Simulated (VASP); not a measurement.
# HfSiO4 (I4_1/amd) in VASP: notebook

HfSiO4 is run at these levels: PBE; tasks: single point.

Program: VASP 6.6.1. These are calculated values, not measurements. Logs are shortened: lines on timing, memory, paths and dates and some standing lists are left out, and cuts for length are marked.

## Step 1: The cell of the first run

Symmetry: I4_1/amd, No. 141, tetragonal system. The conventional cell has a = 6.572 Å, b = 6.572 Å, c = 5.963 Å, α = 90.00°, β = 90.00°, γ = 90.00°. Within 2.8 Å of Hf (site symmetry -4m2) lie 8 O at 2.11 to 2.26 Å. Si (site symmetry -4m2) has 4 O at 1.62 Å within 2.2 Å. Within 2.3 Å of O (site symmetry m) lie 1 Si at 1.62 Å and 2 Hf at 2.11 to 2.26 Å.

## Step 2: Single point, PBE

File INCAR:

```
  ALGO = Normal
  EDIFF = 1E-7
  ENCUT = 520
  GGA = PE
  ISIF = 2
  ISMEAR = 0
  LASPH = True
  LCHARG = False
  LREAL = False
  LWAVE = False
  NBANDS = 50
  NELECT = 75.5
  NELM = 100
  PREC = Accurate
  SIGMA = 0.05
```

File KPOINTS:

```
k-points
0
Gamma
  6 6 6
```

File POSCAR:

```
HfSiO4
1.0
   -3.2862500000      3.2862500000      2.9816000000
    3.2862500000     -3.2862500000      2.9816000000
    3.2862500000      3.2862500000     -2.9816000000
Hf Si O
2 2 8
Direct
    0.7500000000      0.2500000000      0.5000000000
    0.0000000000      0.0000000000      0.0000000000
    0.2500000000      0.7500000000      0.5000000000
    0.5000000000      0.5000000000      0.0000000000
    0.1353000000      0.3198000000      0.8155000000
    0.0698000000      0.7543000000      0.6845000000
    0.5043000000      0.3198000000      0.1845000000
    0.0698000000      0.3853000000      0.3155000000
    0.6147000000      0.9302000000      0.6845000000
    0.6802000000      0.8647000000      0.1845000000
    0.2457000000      0.9302000000      0.3155000000
    0.6802000000      0.4957000000      0.8155000000
```

Potentials or basis: VASP PAW PBE potentials, release 64 (Hf_pv, Si, O).

Started as:

```console
$ cat potpaw_PBE.64/Hf_pv/POTCAR potpaw_PBE.64/Si/POTCAR potpaw_PBE.64/O/POTCAR > POTCAR
$ mpirun -np 1 vasp_std > vasp.out
```

OUTCAR:

```text
EDIFF = 1E-7
   ENCUT = 520
   GGA = PE
   ISIF = 2
   ISMEAR = 0
   LASPH = True
   LREAL = False
   NELECT = 75.5
   NELM = 100
   PREC = Accurate

 ion  position               nearest neighbor table
   1  0.750  0.250  0.500-   5 2.11   7 2.11  10 2.11  12 2.11   9 2.26   6 2.26   8 2.26  11 2.26
                             3 2.98   3 2.98   2 3.61   2 3.61   2 3.61   2 3.61
   2  0.000  0.000  0.000-   6 2.11   8 2.11   9 2.11  11 2.11   7 2.26  10 2.26   5 2.26  12 2.26
                             4 2.98   4 2.98   1 3.61   1 3.61   1 3.61   1 3.61
   3  0.250  0.750  0.500-   6 1.62   8 1.62   9 1.62  11 1.62   1 2.98   1 2.98
   4  0.500  0.500  0.000-   5 1.62   7 1.62  10 1.62  12 1.62   2 2.98   2 2.98
   5  0.135  0.320  0.816-   4 1.62   1 2.11   2 2.26
   6  0.070  0.754  0.684-   3 1.62   2 2.11   1 2.26
   7  0.504  0.320  0.184-   4 1.62   1 2.11   2 2.26
   8  0.070  0.385  0.316-   3 1.62   2 2.11   1 2.26
   9  0.615  0.930  0.684-   3 1.62   2 2.11   1 2.26
  10  0.680  0.865  0.184-   4 1.62   1 2.11   2 2.26
  11  0.246  0.930  0.316-   3 1.62   2 2.11   1 2.26
  12  0.680  0.496  0.816-   4 1.62   1 2.11   2 2.26

  LATTYP: Found a body centered tetragonal cell.
 ALAT       =     6.5725000000
 C/A-ratio  =     0.9072955496

  Lattice vectors:

 A1 = (  -3.2862500000,   3.2862500000,   2.9816000000)
 A2 = (   3.2862500000,  -3.2862500000,   2.9816000000)
 A3 = (   3.2862500000,   3.2862500000,  -2.9816000000)

Analysis of symmetry for initial positions (statically):
=====================================================================
 Subroutine PRICEL returns:
 Original cell was already a primitive cell.

 Routine SETGRP: Setting up the symmetry group for a
 body centered tetragonal supercell.

 Subroutine GETGRP returns: Found 16 space group operations
 (whereof  8 operations were pure point group operations)
 out of a pool of 16 trial point group operations.

The static configuration has the point symmetry D_2d.
 The point group associated with its full space group is D_4h.

Analysis of symmetry for dynamics (positions and initial velocities):
=====================================================================
 Subroutine PRICEL returns:
 Original cell was already a primitive cell.

 Routine SETGRP: Setting up the symmetry group for a
 body centered tetragonal supercell.

 Subroutine GETGRP returns: Found 16 space group operations
 (whereof  8 operations were pure point group operations)
 out of a pool of 16 trial point group operations.

The dynamic configuration has the point symmetry D_2d.
 The point group associated with its full space group is D_4h.

 Subroutine INISYM returns: Found 16 space group operations
 (whereof  8 operations are pure point group operations),
 and found     1 'primitive' translations

----------------------------------------------------------------------------------------

                                     Primitive cell

  volume of cell :     128.7984

  direct lattice vectors                    reciprocal lattice vectors
    -3.286250000  3.286250000  2.981600000     0.000000000  0.152149106  0.167695197
     3.286250000 -3.286250000  2.981600000     0.152149106  0.000000000  0.167695197
     3.286250000  3.286250000 -2.981600000     0.152149106  0.152149106  0.000000000

  length of vectors
     5.521667926  5.521667926  5.521667926     0.226431070  0.226431070  0.215171329

  position of ions in fractional coordinates (direct lattice)
     0.750000000  0.250000000  0.500000000
     0.000000000  0.000000000  0.000000000
     0.250000000  0.750000000  0.500000000
     0.500000000  0.500000000  0.000000000
     0.135300000  0.319800000  0.815500000
     0.069800000  0.754300000  0.684500000
     0.504300000  0.319800000  0.184500000
     0.069800000  0.385300000  0.315500000
     0.614700000  0.930200000  0.684500000
     0.680200000  0.864700000  0.184500000
     0.245700000  0.930200000  0.315500000
     0.680200000  0.495700000  0.815500000

  ion indices of the primitive-cell ions
   primitive index   ion index
                 1           1
                 2           2
                 3           3
                 4           4
                 5           5
                 6           6
                 7           7
                 8           8
                 9           9
                10          10
                11          11
                12          12

----------------------------------------------------------------------------------------

 KPOINTS: k-points

Automatic generation of k-mesh.
 Grid dimensions read from file:
 generate k-points for:    6    6    6

 Generating k-lattice:

  Cartesian coordinates                     Fractional coordinates (reciprocal lattice)
     0.000000000  0.025358184  0.027949200     0.166666667  0.000000000  0.000000000
     0.025358184  0.000000000  0.027949200     0.000000000  0.166666667  0.000000000
     0.025358184  0.025358184  0.000000000     0.000000000  0.000000000  0.166666667

  Length of vectors
     0.037738512  0.037738512  0.035861888

  Shift w.r.t. Gamma in fractional coordinates (k-lattice)
     0.000000000  0.000000000  0.000000000

 Subroutine IBZKPT returns following result:
 ===========================================

 Found     30 irreducible k-points:

 Following reciprocal coordinates:
            Coordinates               Weight
  0.000000  0.000000  0.000000      1.000000
  0.166667  0.000000  0.000000      8.000000
  0.333333 -0.000000  0.000000      8.000000
  0.500000  0.000000  0.000000      4.000000
  0.166667  0.166667 -0.000000      8.000000
  0.333333  0.166667  0.000000     16.000000
[... 16 lines left out ...]
 -0.333333 -0.333333  0.166667      8.000000
 -0.166667 -0.333333  0.166667      8.000000
 [... further k-points ...]
   k-points           NKPTS =     30   k-points in BZ     NKDIM =     30   number of bands    NBANDS=     50
   number of dos      NEDOS =    301   number of ions     NIONS =     12
   total plane-waves  NPLWV =  74088
   dimension x,y,z NGX =    42 NGY =   42 NGZ =   42
   dimension x,y,z NGXF=    84 NGYF=   84 NGZF=   84
   ions per type =               2   2   8
   NGX,Y,Z   is equivalent  to a cutoff of  12.65, 12.65, 12.65 a.u.
   NGXF,Y,Z  is equivalent  to a cutoff of  25.29, 25.29, 25.29 a.u.
 SYSTEM =  unknown system
   PREC   = accura    normal or accurate (medium, high low for compatibility)
   ISTART =      0    job   : 0-new  1-cont  2-samecut
   ICHARG =      2    charge: 1-file 2-atom 10-const
   ISPIN  =      1    spin polarized calculation?
   LNONCOLLINEAR =      F non collinear calculations
   LSORBIT =      F    spin-orbit coupling
   LASPH  =      T    aspherical Exc in radial PAW
   ENCUT  =  520.0 eV  38.22 Ry    6.18 a.u.  10.27 10.27 10.27*2*pi/ulx,y,z
   NELM   =    100;   NELMIN=  2; NELMDL= -5     # of ELM steps
   EDIFF  = 0.1E-06   stopping-criterion for ELM
   LREAL  =      F    real-space projection
   EDIFFG = 0.1E-05   stopping-criterion for IOM
   NSW    =      0    number of steps for IOM
   IBRION =     -1    ionic relax: 0-MD 1-quasi-New 2-CG
   NFREE  =      0    steps in history (QN), initial steepest desc. (CG)
   ISIF   =      2    stress and relaxation
   ISYM   =      2    0-nonsym 1-usesym 2-fastsym
   POTIM  = 0.5000    time-step for ionic-motion
   TEBEG  =    0.0;   TEEND  =   0.0 temperature during run
   PSTRESS=    0.0 pullay stress
   NELECT =      75.5000    total number of electrons
   NUPDOWN=      -1.0000    fix difference up-down
   EMIN   =  10.00;   EMAX   =-10.00  energy-range for DOS
   EFERMI =   0.00;   METHOD = LEGACY
   ISMEAR =     0;   SIGMA  =   0.05  broadening in eV -4-tet -1-fermi 0-gaus
   EFERMI_NEDOS =   21; number of points for ismear=-14 and -15
   IALGO  =     38    algorithm
   IMIX   =      4    mixing-type and parameters
     AMIX     =   0.40;   BMIX     =  1.00
     AMIX_MAG =   1.60;   BMIX_MAG =  1.00
  volume/ion in A,a.u.               =      10.73        72.43
  Fermi-wavevector in a.u.,A,eV,Ry     =   1.370104  2.589122 25.540663  1.877186
  Thomas-Fermi vector in A             =   2.495920
   LORBIT       =      0    0 simple, 1 ext, 2 COOP (PROOUT), +10 PAW based schemes
   GGA     = PE    functional components
   LHFCALC =     F    Hartree Fock is set to
   AEXX    =    0.0000 exact exchange contribution
   IVDW    =     0    specifies the selected vdW correction
   LEPSILON=     F    determine dielectric tensor
   LRPA    =     F    only Hartree local field effects (RPA)
 non-spin polarized calculation
 Gauss-broadening in eV      SIGMA  =   0.05
  energy-cutoff  :      520.00
  volume of cell :      128.80
 maximum number of plane-waves:      3484
 NGX is ok and might be reduce to    42
   NGX = 21   NGY = 21   NGZ = 21

 number of electron      75.5000002 magnetization

 Free energy of the ion-electron system (eV)
  ---------------------------------------------------
  ext. energy  EPLUGINS =         0.00000000
  ---------------------------------------------------
  free energy    TOTEN  =      -110.14928305 eV

  energy without entropy =     -110.14182718  energy(sigma->0) =     -110.14555511

 E-fermi :   2.9629     XC(G=0): -11.0438

 val. band max:        2.9520531714   @ k =  -0.3333   0.1667  -0.0000
 cond. band min:       2.9739466259   @ k =  -0.1667  -0.3333   0.1667
 fundamental gap:      0.0218934545
 Fermi energy:         2.9628507001

 k-point     1 :       0.0000    0.0000    0.0000
  band No.  band energies     occupation
      1     -25.9829      2.00000
      2     -25.9829      2.00000
      3     -25.9113      2.00000
      4     -25.8985      2.00000
      5     -25.8036      2.00000
      6     -25.8036      2.00000
[... 41 lines left out ...]
     48      11.5052      0.00000
     49      12.6435      0.00000
[... 1194 lines left out ...]
     48      11.7240      0.00000
     49      12.1851      0.00000

 [... further k-points ...]

 [bands above 49 left out]

------------------------ aborting loop because EDIFF is reached ----------------------------------------

  FORCE on cell =-STRESS in cart. coord.  units (eV):
  Direction    XX          YY          ZZ          XY          YZ          ZX
  --------------------------------------------------------------------------------------
  -------------------------------------------------------------------------------------
  Total        0.1294556      0.1294556      1.6118693      0.0000000     -0.0000000      0.0000000
  in kB        1.6103517      1.6103517     20.0507138      0.0000000     -0.0000000      0.0000000
  external PRESSURE =       7.7571391 kB  Pullay stress =       0.0000000 kB

 VOLUME and BASIS-vectors are now :
 -----------------------------------------------------------------------------
  energy-cutoff  :      520.00
  volume of cell :      128.80
      direct lattice vectors                 reciprocal lattice vectors
    -3.286250000  3.286250000  2.981600000     0.000000000  0.152149106  0.167695197
     3.286250000 -3.286250000  2.981600000     0.152149106  0.000000000  0.167695197
     3.286250000  3.286250000 -2.981600000     0.152149106  0.152149106  0.000000000

 POSITION                                       TOTAL-FORCE (eV/Angst)
 -----------------------------------------------------------------------------------
     -0.00000      3.28625      1.49080        -0.000000      0.000000     -0.000000
      0.00000      0.00000      0.00000        -0.000000      0.000000     -0.000000
      3.28625     -0.00000      1.49080        -0.000000      0.000000     -0.000000
      0.00000      0.00000      2.98160        -0.000000      0.000000     -0.000000
      3.28625      2.07362     -1.07457        -0.000000     -0.448645     -0.309223
      4.49888      0.00000      0.41623         0.448645      0.000000     -0.309223
      0.00000      1.21263      1.90703        -0.000000      0.448645     -0.309223
      2.07362      0.00000      0.41623        -0.448645      0.000000     -0.309223
      3.28625      1.21263      2.56537        -0.000000      0.448645      0.309223
      1.21263     -0.00000      4.05617         0.448645      0.000000      0.309223
      3.28625     -1.21263      2.56537        -0.000000     -0.448645      0.309223
      2.07362      3.28625      1.07457        -0.448645      0.000000      0.309223
 -----------------------------------------------------------------------------------
    total drift:                               -0.000000     -0.000000      0.000000

  FREE ENERGIE OF THE ION-ELECTRON SYSTEM (eV)
  ---------------------------------------------------
  free  energy   TOTEN  =      -110.1492830455 eV

  energy  without entropy=     -110.1418271837  energy(sigma->0) =     -110.14555511
```

Wall time 3.8 min (1 thread of Intel Xeon Platinum 8488C (Sapphire Rapids), shared host); peak memory 0.35 GiB.

What came out:

- Free energy: -110.1493 eV
- Largest force: 0.545 eV/Å

Forces on the atoms (eV/Å):
```
Hf   0.000  0.000  0.000
Hf   0.000  0.000  0.000
Si   0.000  0.000  0.000
Si   0.000  0.000  0.000
O    0.000 -0.449 -0.309
O    0.449  0.000 -0.309
O    0.000  0.449 -0.309
O   -0.449  0.000 -0.309
O    0.000  0.449  0.309
O    0.449  0.000  0.309
O    0.000 -0.449  0.309
O   -0.449  0.000  0.309
```

Levels at points of the mesh, in eV from the Fermi level:
| k point | band 34 | band 35 | band 36 | band 37 | band 38 | band 39 | band 40 | band 41 | band 42 | band 43 |
| --- | --- | --- | --- | --- | --- | --- | --- | --- | --- | --- |
| (0.00, 0.00, 0.00) | -0.42 | -0.33 | -0.33 | -0.32 | 0.23 | 6.18 | 6.43 | 6.62 | 6.62 | 6.62 |
| (0.50, 0.00, 0.00) | -0.89 | -0.69 | -0.59 | -0.02 | 0.06 | 6.06 | 6.20 | 6.95 | 7.12 | 7.23 |
| (0.50, 0.50, 0.00) | -0.73 | -0.67 | -0.67 | -0.36 | -0.36 | 5.81 | 5.81 | 6.91 | 6.91 | 6.92 |
| (0.50, 0.50, 0.50) | -1.10 | -0.86 | -0.86 | -0.61 | -0.61 | 6.62 | 6.62 | 7.02 | 7.02 | 7.14 |

Caveat: the cell carries a net charge on a neutralising background, which shifts energy and pressure; the cell is charged against a uniform background, so pressure and absolute levels hang on convention; spin-orbit coupling is left out, which moves the levels of the heavy elements.

## Step 3: Single point, PBE

File INCAR:

```
SYSTEM = HfSiO4
PREC = Accurate
ENCUT = 520
EDIFF = 1E-6
ISMEAR = 0
SIGMA = 0.05
LREAL = .False.
LASPH = .True.
NELM = 100
ALGO = Normal
ISIF = 2
LWAVE = .False.
LCHARG = .False.
GGA = PE
NELECT = 76.5
NBANDS = 50
```

File KPOINTS:

```
regular mesh
0
Gamma
  6 6 6
  0 0 0
```

POSCAR is that of step 2.

Potentials or basis: VASP PAW PBE potentials, release 64 (Hf_pv, Si, O).

Started as:

```console
$ cat potpaw_PBE.64/Hf_pv/POTCAR potpaw_PBE.64/Si/POTCAR potpaw_PBE.64/O/POTCAR > POTCAR
$ mpirun -np 1 vasp_std > vasp.out
```

It took 3.2 min on 1 thread of Intel Xeon Platinum 8488C (Sapphire Rapids), shared host; peak memory 0.34 GiB.

The run converged. Its results:

| Property | Result |
| --- | --- |
| Free energy | -104.1810 eV |
| Largest force | 0.242 eV/Å |

Forces in eV/Å, atoms in the order of the input:
```
Hf   0.000  0.000  0.000
Hf   0.000  0.000  0.000
Si   0.000  0.000  0.000
Si   0.000  0.000  0.000
O    0.000 -0.184 -0.157
O    0.184  0.000 -0.157
O    0.000  0.184 -0.157
O   -0.184  0.000 -0.157
O    0.000  0.184  0.157
O    0.184  0.000  0.157
O    0.000 -0.184  0.157
O   -0.184  0.000  0.157
```

Levels at points of the mesh, in eV from the Fermi level:
```tsv
k point	band 35	band 36	band 37	band 38	band 39	band 40	band 41	band 42
(0.00, 0.00, 0.00)	-6.27	-6.27	-6.26	-5.70	0.36	0.49	0.58	0.76
(0.50, 0.00, 0.00)	-6.64	-6.54	-5.97	-5.88	0.21	0.32	1.06	1.29
(0.50, 0.50, 0.00)	-6.63	-6.63	-6.31	-6.31	-0.09	-0.09	1.00	1.00
(0.50, 0.50, 0.50)	-6.81	-6.81	-6.55	-6.55	0.79	0.79	1.09	1.09
```

Caveat: the cell carries a net charge on a neutralising background, which shifts energy and pressure; the cell is charged against a uniform background, so pressure and absolute levels hang on convention; spin-orbit coupling is left out, which moves the levels of the heavy elements.

## Step 4: Single point, PBE

This run uses another cell than the first one, of 10.09 Å³/atom.

File INCAR:

```
PREC = Accurate
ENCUT = 520
EDIFF = 1E-6
ISMEAR = 0
SIGMA = 0.05
LREAL = False
LASPH = True
NELM = 60
ALGO = Normal
ISIF = 2
LWAVE = False
LCHARG = False
GGA = PE
NBANDS = 50
```

File KPOINTS:

```
Automatic mesh
0
Gamma
  6 6 6
```

Edit POSCAR of step 3 so:

```diff
@@ -2,5 +2,5 @@
 1.0
-   -3.2862500000      3.2862500000      2.9816000000
-    3.2862500000     -3.2862500000      2.9816000000
-    3.2862500000      3.2862500000     -2.9816000000
+   -3.2191648498      3.2191648498      2.9207339417
+    3.2191648498     -3.2191648498      2.9207339417
+    3.2191648498      3.2191648498     -2.9207339417
 Hf Si O
```

Started as:

```console
$ cat potpaw_PBE.64/Hf_pv/POTCAR potpaw_PBE.64/Si/POTCAR potpaw_PBE.64/O/POTCAR > POTCAR
$ mpirun -np 1 vasp_std > vasp.out
```

Wall time 2.8 min (1 thread of Intel Xeon Platinum 8488C (Sapphire Rapids), shared host); peak memory 0.32 GiB.

The run converged. Its results:

```yaml
Free_energy: -107.8890 eV
Pressure: 24.0 GPa
Largest_force: 1.134 eV/Å
Band_gap_on_the_k_mesh: 5.71 eV (least direct gap 6.11 eV)
```

Forces on the atoms (eV/Å):
```
Hf   0.000  0.000  0.000
Hf   0.000  0.000  0.000
Si   0.000  0.000  0.000
Si   0.000  0.000  0.000
O    0.000 -0.962 -0.600
O    0.962  0.000 -0.600
O    0.000  0.962 -0.600
O   -0.962  0.000 -0.600
O    0.000  0.962  0.600
O    0.962  0.000  0.600
O    0.000 -0.962  0.600
O   -0.962  0.000  0.600
```

Stress tensor (GPa, compression positive):
```
22.63  0.00  0.00
 0.00 22.63  0.00
 0.00  0.00 26.73
```

Levels at points of the mesh, in eV from the valence-band top:
| k point | band 36 | band 37 | band 38 | band 39 | band 40 | band 41 |
| --- | --- | --- | --- | --- | --- | --- |
| (0.00, 0.00, 0.00) | -0.55 | -0.55 | 0.00 | 6.16 | 6.42 | 6.69 |
| (0.50, 0.00, 0.00) | -0.91 | -0.29 | -0.15 | 6.01 | 6.18 | 7.05 |
| (0.50, 0.50, 0.00) | -1.00 | -0.65 | -0.65 | 5.71 | 5.71 | 6.95 |
| (0.50, 0.50, 0.50) | -1.18 | -0.82 | -0.82 | 6.68 | 6.68 | 7.18 |

Caveat: the cell stands under pressure; spin-orbit coupling is left out, which moves the levels of the heavy elements; forces of over 1 eV/Å act on the atoms, so gaps and moduli don't describe the material at rest. As with any semilocal functional, this PBE gap is likely too small.

(Continued in part 2 of 2.)
